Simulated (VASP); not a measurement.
Runs of VASP 6.6.1 on BeS. The structure is that of space group Fm-3m (No. 225), or close to it. The cells are those of the table. 

```tsv
task	level	cell	k mesh	cutoff (eV)	smearing	grid for exact exchange (PRECFOCK)	share of exact exchange	screening parameter	gap on the mesh (eV)	pressure (GPa)	relaxed volume (Å³/atom)
dielectric tensor	PBE	a = 3.277 Å, angles 60.0°, 2 atoms	8 × 8 × 8	520	gaussian 0.01 eV	-	-	-	(c)	-	-
single point	HSE06	a = 3.277 Å, angles 60.0°, 2 atoms	6 × 6 × 6	520	gaussian 0.01 eV	Normal	0.25	0.2079 1/Å	1.74	-2.0	-
single point	r2SCAN0	a = 3.277 Å, angles 60.0°, 2 atoms	6 × 6 × 6	520	gaussian 0.01 eV	Normal	0.25	-	(a)	-1.2	-
dielectric tensor	r2SCAN	a = 3.277 Å, angles 60.0°, 2 atoms	8 × 8 × 8	520	gaussian 0.01 eV	-	-	-	1.35	-	-
relaxation of cell and atoms	HSE06	relaxed from a = 3.277 Å, angles 60.0°, 2 atoms	6 × 6 × 6	600	fermi-dirac 0.02 eV	Normal	0.25	0.2079 1/Å	1.75	0.0	12.23
single point	HF	a = 3.277 Å, angles 60.0°, 2 atoms	6 × 6 × 6	520	gaussian 0.01 eV	Normal	1	-	7.67	7.0	-
single point	PBE0	a = 3.277 Å, angles 60.0°, 2 atoms	6 × 6 × 6	520	gaussian 0.01 eV	Normal	0.25	-	2.47	(b)	-
single point	HSE06	a = 3.260 Å, angles 60.0°, 2 atoms	6 × 6 × 6	520	fermi-dirac 0.02 eV	Normal	0.25	0.2079 1/Å	1.75	-0.2	-
relaxation of cell and atoms	r2SCAN	relaxed from a = 3.273 Å, angles 60.0°, 2 atoms	8 × 8 × 8	600	fermi-dirac 0.02 eV	-	-	-	1.35	0.1	12.43
```

Alike in all rows: potentials or basis VASP PAW PBE potentials, release 64 (Be, S); no spin polarisation.

Task: Estimate the missing entries.

Result: (a) 2.72; (b) -1.9; (c) 1.00.

Caveats: the PAW data sets were made with another functional, which shifts forces and pressure a little (at least some runs); the cell stands under pressure (at least some runs).

A k mesh can miss the band edges.
